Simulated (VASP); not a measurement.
# BN (P3m1) in VASP: further runs

The runs below take BN through single point, with PBE.

Program: VASP 6.6.1. These are calculated values, not measurements. Logs are shortened: lines on timing, memory, paths and dates and some standing lists are left out, and cuts for length are marked.

### 1 The cell of the first run

It takes space group P3m1 (No. 156, trigonal). The conventional cell has a = 2.555 Å, b = 2.555 Å, c = 12.524 Å, α = 90.00°, β = 90.00°, γ = 120.00°. B (site symmetry 3m) has 4 N at 1.57 to 1.58 Å within 2.1 Å. B (site symmetry 3m) has 4 N at 1.57 to 1.58 Å within 2.1 Å. Within 2.1 Å of B (site symmetry 3m) lie 4 N at 1.57 to 1.58 Å. B (site symmetry 3m) has 4 N at 1.43 to 1.57 Å within 1.9 Å. Within 2.1 Å of B (site symmetry 3m) lie 4 N at 1.57 to 1.58 Å. B (site symmetry 3m) has 4 N at 1.57 to 1.58 Å within 2.1 Å. Within 2.1 Å of N (site symmetry 3m) lie 4 B at 1.57 to 1.58 Å. Within 2.1 Å of N (site symmetry 3m) lie 4 B at 1.57 to 1.58 Å.

### 2 Single point, PBE

INCAR

```
PREC = Accurate
ENCUT = 520
EDIFF = 1E-6
ISMEAR = 0
SIGMA = 0.05
LREAL = False
LASPH = True
NELM = 100
ALGO = Normal
ISIF = 2
LWAVE = False
LCHARG = False
GGA = PE
NBANDS = 36
```

KPOINTS

```
Automatic mesh
0
Gamma
  10 10 2
```

POSCAR

```
BN
1.0
   -2.5545800960      0.0000000000      0.0000000000
   -1.2772900480     -2.2123312592      0.0000000000
    0.0000000000      0.0000000000     12.5235436055
B N
6 6
Direct
    0.6666666667      0.6666666667      0.2318628729
    0.6666666667      0.6666666667      0.5691886864
    0.6666666667      0.6666666667      0.9065145000
    0.3333333333      0.3333333333      0.0631999661
    0.3333333333      0.3333333333      0.4005257797
    0.3333333333      0.3333333333      0.7378515932
    0.6666666667      0.6666666667      0.1054966732
    0.6666666667      0.6666666667      0.4428224868
    0.6666666667      0.6666666667      0.7801483003
    0.3333333333      0.3333333333      0.9488112071
    0.3333333333      0.3333333333      0.2741595800
    0.3333333333      0.3333333333      0.6114853936
```

Potentials or basis: VASP PAW PBE potentials, release 64 (B, N).

The run is started by

```
$ cat potpaw_PBE.64/B/POTCAR potpaw_PBE.64/N/POTCAR > POTCAR
$ mpirun -np 1 vasp_std > vasp.out
```

OUTCAR:

```text
PREC = Accurate
   ENCUT = 520
   EDIFF = 1E-6
   ISMEAR = 0
   LREAL = False
   LASPH = True
   NELM = 100
   ISIF = 2
   GGA = PE

 ion  position               nearest neighbor table
   1  0.667  0.667  0.232-  11 1.57  11 1.57  11 1.57   7 1.58
   2  0.667  0.667  0.569-  12 1.57  12 1.57  12 1.57   8 1.58
   3  0.667  0.667  0.907-  10 1.57  10 1.57  10 1.57   9 1.58
   4  0.333  0.333  0.063-  10 1.43   7 1.57   7 1.57   7 1.57
   5  0.333  0.333  0.401-   8 1.57   8 1.57   8 1.57  11 1.58
   6  0.333  0.333  0.738-   9 1.57   9 1.57   9 1.57  12 1.58
   7  0.667  0.667  0.105-   4 1.57   4 1.57   4 1.57   1 1.58
   8  0.667  0.667  0.443-   5 1.57   5 1.57   5 1.57   2 1.58
   9  0.667  0.667  0.780-   6 1.57   6 1.57   6 1.57   3 1.58
  10  0.333  0.333  0.949-   4 1.43   3 1.57   3 1.57   3 1.57
  11  0.333  0.333  0.274-   1 1.57   1 1.57   1 1.57   5 1.58
  12  0.333  0.333  0.611-   2 1.57   2 1.57   2 1.57   6 1.58

  LATTYP: Found a hexagonal cell.
 ALAT       =     2.5545800961
 C/A-ratio  =     4.9023883122

  Lattice vectors:

 A1 = (   1.2772900480,   2.2123312592,   0.0000000000)
 A2 = (  -2.5545800960,   0.0000000000,   0.0000000000)
 A3 = (   0.0000000000,   0.0000000000,  12.5235436055)

Analysis of symmetry for initial positions (statically):
=====================================================================
 Subroutine PRICEL returns:
 Original cell was already a primitive cell.

 Routine SETGRP: Setting up the symmetry group for a
 hexagonal supercell.

 Subroutine GETGRP returns: Found  6 space group operations
 (whereof  6 operations were pure point group operations)
 out of a pool of 24 trial point group operations.

The static configuration has the point symmetry C_3v.

Analysis of symmetry for dynamics (positions and initial velocities):
=====================================================================
 Subroutine PRICEL returns:
 Original cell was already a primitive cell.

 Routine SETGRP: Setting up the symmetry group for a
 hexagonal supercell.

 Subroutine GETGRP returns: Found  6 space group operations
 (whereof  6 operations were pure point group operations)
 out of a pool of 24 trial point group operations.

The dynamic configuration has the point symmetry C_3v.

 Subroutine INISYM returns: Found  6 space group operations
 (whereof  6 operations are pure point group operations),
 and found     1 'primitive' translations

----------------------------------------------------------------------------------------

                                     Primitive cell

  volume of cell :      70.7778

  direct lattice vectors                    reciprocal lattice vectors
    -2.554580096  0.000000000  0.000000000    -0.391453766  0.226005937  0.000000000
    -1.277290048 -2.212331259  0.000000000     0.000000000 -0.452011875  0.000000000
     0.000000000  0.000000000 12.523543606     0.000000000  0.000000000  0.079849604

  length of vectors
     2.554580096  2.554580096 12.523543606     0.452011875  0.452011875  0.079849604

  position of ions in fractional coordinates (direct lattice)
     0.666666667  0.666666667  0.231862873
     0.666666667  0.666666667  0.569188686
     0.666666667  0.666666667  0.906514500
     0.333333333  0.333333333  0.063199966
     0.333333333  0.333333333  0.400525780
     0.333333333  0.333333333  0.737851593
     0.666666667  0.666666667  0.105496673
     0.666666667  0.666666667  0.442822487
     0.666666667  0.666666667  0.780148300
     0.333333333  0.333333333  0.948811207
     0.333333333  0.333333333  0.274159580
     0.333333333  0.333333333  0.611485394

  ion indices of the primitive-cell ions
   primitive index   ion index
                 1           1
                 2           2
                 3           3
                 4           4
                 5           5
                 6           6
                 7           7
                 8           8
                 9           9
                10          10
                11          11
                12          12

----------------------------------------------------------------------------------------

 KPOINTS: Automatic mesh

Automatic generation of k-mesh.
 Grid dimensions read from file:
 generate k-points for:   10   10    2

 Generating k-lattice:

  Cartesian coordinates                     Fractional coordinates (reciprocal lattice)
    -0.039145377  0.022600594  0.000000000     0.100000000  0.000000000  0.000000000
     0.000000000 -0.045201187  0.000000000     0.000000000  0.100000000  0.000000000
     0.000000000  0.000000000  0.039924802     0.000000000  0.000000000  0.500000000

  Length of vectors
     0.045201187  0.045201187  0.039924802

  Shift w.r.t. Gamma in fractional coordinates (k-lattice)
     0.000000000  0.000000000  0.000000000

 Subroutine IBZKPT returns following result:
 ===========================================

 Found     28 irreducible k-points:

 Following reciprocal coordinates:
            Coordinates               Weight
  0.000000  0.000000  0.000000      1.000000
  0.100000  0.000000  0.000000      6.000000
  0.200000  0.000000  0.000000      6.000000
  0.300000  0.000000  0.000000      6.000000
  0.400000  0.000000  0.000000      6.000000
  0.500000  0.000000  0.000000      3.000000
[... 16 lines left out ...]
  0.400000  0.100000  0.500000     12.000000
  0.500000  0.100000  0.500000     12.000000
 [... further k-points ...]
   k-points           NKPTS =     28   k-points in BZ     NKDIM =     28   number of bands    NBANDS=     36
   number of dos      NEDOS =    301   number of ions     NIONS =     12
   total plane-waves  NPLWV =  38400
   dimension x,y,z NGX =    20 NGY =   20 NGZ =   96
   dimension x,y,z NGXF=    40 NGYF=   40 NGZF=  192
   ions per type =               6   6
   NGX,Y,Z   is equivalent  to a cutoff of  13.02, 13.02, 12.74 a.u.
   NGXF,Y,Z  is equivalent  to a cutoff of  26.03, 26.03, 25.49 a.u.
 SYSTEM =  unknown system
   PREC   = accura    normal or accurate (medium, high low for compatibility)
   ISTART =      0    job   : 0-new  1-cont  2-samecut
   ICHARG =      2    charge: 1-file 2-atom 10-const
   ISPIN  =      1    spin polarized calculation?
   LNONCOLLINEAR =      F non collinear calculations
   LSORBIT =      F    spin-orbit coupling
   LASPH  =      T    aspherical Exc in radial PAW
   ENCUT  =  520.0 eV  38.22 Ry    6.18 a.u.   4.75  4.75 23.29*2*pi/ulx,y,z
   NELM   =    100;   NELMIN=  2; NELMDL= -5     # of ELM steps
   EDIFF  = 0.1E-05   stopping-criterion for ELM
   LREAL  =      F    real-space projection
   EDIFFG = 0.1E-04   stopping-criterion for IOM
   NSW    =      0    number of steps for IOM
   IBRION =     -1    ionic relax: 0-MD 1-quasi-New 2-CG
   NFREE  =      0    steps in history (QN), initial steepest desc. (CG)
   ISIF   =      2    stress and relaxation
   ISYM   =      2    0-nonsym 1-usesym 2-fastsym
   POTIM  = 0.5000    time-step for ionic-motion
   TEBEG  =    0.0;   TEEND  =   0.0 temperature during run
   PSTRESS=    0.0 pullay stress
   NELECT =      48.0000    total number of electrons
   NUPDOWN=      -1.0000    fix difference up-down
   EMIN   =  10.00;   EMAX   =-10.00  energy-range for DOS
   EFERMI =   0.00;   METHOD = LEGACY
   ISMEAR =     0;   SIGMA  =   0.05  broadening in eV -4-tet -1-fermi 0-gaus
   EFERMI_NEDOS =   21; number of points for ismear=-14 and -15
   IALGO  =     38    algorithm
   IMIX   =      4    mixing-type and parameters
     AMIX     =   0.40;   BMIX     =  1.00
     AMIX_MAG =   1.60;   BMIX_MAG =  1.00
  volume/ion in A,a.u.               =       5.90        39.80
  Fermi-wavevector in a.u.,A,eV,Ry     =   1.438322  2.718035 28.147346  2.068772
  Thomas-Fermi vector in A             =   2.557302
   LORBIT       =      0    0 simple, 1 ext, 2 COOP (PROOUT), +10 PAW based schemes
   GGA     = PE    functional components
   LHFCALC =     F    Hartree Fock is set to
   AEXX    =    0.0000 exact exchange contribution
   IVDW    =     0    specifies the selected vdW correction
   LEPSILON=     F    determine dielectric tensor
   LRPA    =     F    only Hartree local field effects (RPA)
 non-spin polarized calculation
 Gauss-broadening in eV      SIGMA  =   0.05
  energy-cutoff  :      520.00
  volume of cell :       70.78
 maximum number of plane-waves:      1936
   NGX =  9   NGY =  9   NGZ = 47

 number of electron      48.0000005 magnetization

 Free energy of the ion-electron system (eV)
  ---------------------------------------------------
  ext. energy  EPLUGINS =         0.00000000
  ---------------------------------------------------
  free energy    TOTEN  =      -104.19552241 eV

  energy without entropy =     -104.19552241  energy(sigma->0) =     -104.19552241

 E-fermi :   7.9393     XC(G=0): -12.8166

 val. band max:        7.6833679907   @ k =   0.0000   0.0000   0.0000
 cond. band min:      12.9024058352   @ k =  -0.4000   0.3000   0.0000
 fundamental gap:      5.2190378445
 Fermi energy:         7.9392623756

 k-point     1 :       0.0000    0.0000    0.0000
  band No.  band energies     occupation
      1     -13.0496      2.00000
      2     -12.2946      2.00000
      3     -11.9962      2.00000
      4     -10.4177      2.00000
      5     -10.1454      2.00000
      6      -8.5345      2.00000
[... 28 lines left out ...]
     35      17.1594      0.00000
     36      17.4128      0.00000

 k-point     2 :       0.1000    0.0000    0.0000
  band No.  band energies     occupation
      1     -12.8353      2.00000
      2     -12.0829      2.00000
      3     -11.7850      2.00000
      4     -10.2237      2.00000
      5      -9.9523      2.00000
      6      -8.3716      2.00000
[... 28 lines left out ...]
     35      17.7059      0.00000
     36      17.8684      0.00000
[... 817 lines left out ...]
     35      19.2100      0.00000
     36      19.3310      0.00000

 k-point    24 :       0.5000    0.1000    0.5000
  band No.  band energies     occupation
      1      -9.2595      2.00000
      2      -8.7048      2.00000
      3      -8.1653      2.00000
      4      -7.9424      2.00000
      5      -7.4259      2.00000
      6      -7.1453      2.00000
[... 28 lines left out ...]
     35      19.6012      0.00000
     36      19.7414      0.00000

 [... further k-points ...]
[... 5 lines left out ...]
  --------------------------------------------------------------------------------------
  -------------------------------------------------------------------------------------
  Total        0.4211623      0.4211623      7.2720512      0.0000000      0.0000000     -0.0000000
  in kB        9.5337365      9.5337365    164.6154524      0.0000000      0.0000000     -0.0000000
  external PRESSURE =      61.2276418 kB  Pullay stress =       0.0000000 kB

 VOLUME and BASIS-vectors are now :
 -----------------------------------------------------------------------------
  energy-cutoff  :      520.00
  volume of cell :       70.78
      direct lattice vectors                 reciprocal lattice vectors
    -2.554580096  0.000000000  0.000000000    -0.391453766  0.226005937  0.000000000
    -1.277290048 -2.212331259  0.000000000     0.000000000 -0.452011875  0.000000000
     0.000000000  0.000000000 12.523543606     0.000000000  0.000000000  0.079849604

 POSITION                                       TOTAL-FORCE (eV/Angst)
 -----------------------------------------------------------------------------------
     -2.55458     -1.47489      2.90374         0.000000     -0.000000     -0.140928
     -2.55458     -1.47489      7.12826         0.000000      0.000000     -0.134404
     -2.55458     -1.47489     11.35277        -0.000000     -0.000000     -0.843906
     -1.27729     -0.73744      0.79149         0.000000      0.000000      3.510943
     -1.27729     -0.73744      5.01600        -0.000000     -0.000000     -0.133844
     -1.27729     -0.73744      9.24052        -0.000000     -0.000000     -0.148717
     -2.55458     -1.47489      1.32119         0.000000      0.000000      1.105952
     -2.55458     -1.47489      5.54571        -0.000000     -0.000000      0.133988
     -2.55458     -1.47489      9.77022        -0.000000     -0.000000      0.154445
     -1.27729     -0.73744     11.88248        -0.000000     -0.000000     -3.776734
     -1.27729     -0.73744      3.43345        -0.000000     -0.000000      0.138410
     -1.27729     -0.73744      7.65796        -0.000000     -0.000000      0.134795
 -----------------------------------------------------------------------------------
    total drift:                                0.000000      0.000000      0.000231

  FREE ENERGIE OF THE ION-ELECTRON SYSTEM (eV)
  ---------------------------------------------------
  free  energy   TOTEN  =      -104.1955224099 eV

  energy  without entropy=     -104.1955224099  energy(sigma->0) =     -104.19552241
```

Wall time 80 s (1 thread of Intel Xeon 6975P-C, shared host); peak memory 0.2 GiB.

What came out:

| Property | Result |
| --- | --- |
| Free energy | -104.1955 eV |
| Pressure | 6.1 GPa |
| Largest force | 3.777 eV/Å |
| Band gap on the k mesh | 5.22 eV |

Forces on the atoms (eV/Å):
```
B    0.000  0.000 -0.141
B    0.000  0.000 -0.134
B    0.000  0.000 -0.844
B    0.000  0.000  3.511
B    0.000  0.000 -0.134
B    0.000  0.000 -0.149
N    0.000  0.000  1.106
N    0.000  0.000  0.134
N    0.000  0.000  0.154
N    0.000  0.000 -3.777
N    0.000  0.000  0.138
N    0.000  0.000  0.135
```

Stress tensor (GPa, compression positive):
```
 0.95  0.00  0.00
 0.00  0.95  0.00
 0.00  0.00 16.46
```

Caveat: forces of over 1 eV/Å act on the atoms, so gaps and moduli don't describe the material at rest. As with any semilocal functional, this PBE gap is likely too small.

### 3 Single point, PBE

This run uses another cell than the first one, of 6.09 Å³/atom, 1.032 times its volume.

INCAR

```
SYSTEM = BN
ALGO = Normal
EDIFF = 1E-6
ENCUT = 520
GGA = PE
ISIF = 2
ISMEAR = 0
LASPH = .True.
LCHARG = .False.
LREAL = .False.
LWAVE = .False.
NBANDS = 36
NELM = 80
PREC = Accurate
SIGMA = 0.05
```

KPOINTS

```
k-points
0
Gamma
  10 10 2
  0 0 0
```

POSCAR

```
BN
1.0
   -2.5545800960      0.0000000000      0.0000000000
   -1.2772900480     -2.2123312592      0.0000000000
    0.0000000000      0.0000000000     12.9235436055
B N
6 6
Direct
    0.6666666667      0.6666666667      0.2246864241
    0.6666666667      0.6666666667      0.5515715776
    0.6666666667      0.6666666667      0.8784567311
    0.3333333333      0.3333333333      0.0612438473
    0.3333333333      0.3333333333      0.3881290008
    0.3333333333      0.3333333333      0.7150141543
    0.6666666667      0.6666666667      0.1022314179
    0.6666666667      0.6666666667      0.4291165714
    0.6666666667      0.6666666667      0.7560017249
    0.3333333333      0.3333333333      0.9194443017
    0.3333333333      0.3333333333      0.2656739947
    0.3333333333      0.3333333333      0.5925591482
```

Potentials or basis: VASP PAW PBE potentials, release 64 (B, N).

The run is started by

```
$ cat potpaw_PBE.64/B/POTCAR potpaw_PBE.64/N/POTCAR > POTCAR
$ mpirun -np 1 vasp_std > vasp.out
```

It took 86 s on 1 thread of Intel Xeon 6975P-C, shared host; peak memory 0.21 GiB.

Results (log left out):

```yaml
Free_energy: -104.0709 eV
Pressure: -4.5 GPa
Largest_force: 1.818 eV/Å
Band_gap_on_the_k_mesh: 5.18 eV
```

Forces on the atoms (eV/Å):
```
B    0.000  0.000  0.252
B    0.000  0.000  0.217
B    0.000  0.000  1.115
B    0.000  0.000 -1.697
B    0.000  0.000  0.217
B    0.000  0.000  0.239
N    0.000  0.000 -1.244
N    0.000  0.000 -0.216
N    0.000  0.000 -0.261
N    0.000  0.000  1.818
N    0.000  0.000 -0.224
N    0.000  0.000 -0.217
```

Stress tensor (GPa, compression positive):
```
 -0.54   0.00   0.00
  0.00  -0.54   0.00
  0.00   0.00 -12.31
```

Levels at points of the mesh, in eV from the valence-band top:
| k point | band 21 | band 22 | band 23 | band 24 | band 25 | band 26 | band 27 | band 28 |
| --- | --- | --- | --- | --- | --- | --- | --- | --- |
| (0.00, 0.00, 0.00) | -0.66 | -0.44 | 0.00 | 0.00 | 6.75 | 8.00 | 8.00 | 8.64 |
| (0.50, 0.00, 0.00) | -3.41 | -3.03 | -2.90 | -2.22 | 5.51 | 6.05 | 6.25 | 6.56 |
| (0.00, 0.00, 0.50) | -0.57 | -0.57 | -0.02 | -0.02 | 6.86 | 8.04 | 8.04 | 8.54 |
| (0.50, 0.00, 0.50) | -3.71 | -3.05 | -2.82 | -2.28 | 5.62 | 6.05 | 6.36 | 6.71 |

Caveat: forces of over 1 eV/Å act on the atoms, so gaps and moduli don't describe the material at rest.
